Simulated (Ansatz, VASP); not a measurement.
## One calculation of Si, two programs

```
Si
1.0
     2.63700    0.00000    0.00000
    -1.31850    2.28371    0.00000
     0.00000    0.00000    4.50899
Si
2
Direct
  0.33333 0.66667 0.25000
  0.66667 0.33333 0.75000
```

Alike in both runs: functional PBE; dispersion D3(BJ); k mesh 18 × 18 × 10; occupations gaussian, width 0.1 eV; no spin polarisation.

Ansatz relaxed the structure, and its values are those at the end. VASP's run is a single point on that final structure, the one shown.

```csv
,VASP,Ansatz
version,VASP 6.6.1,Ansatz 0.2.0
potentials or method,"VASP PAW PBE potentials, release 64 (Si), cutoff 520 eV","scalar-relativistic, plane waves, PAW"
valence electrons in the cell,8,8
```

```csv
,VASP,Ansatz,Ansatz less VASP
gap on the k mesh at the Fermi level (eV),none,none,-
pressure (GPa),-0.1,0.0,+0.05
```

A gap of «none» marks a metal or a gap that the smearing closes.
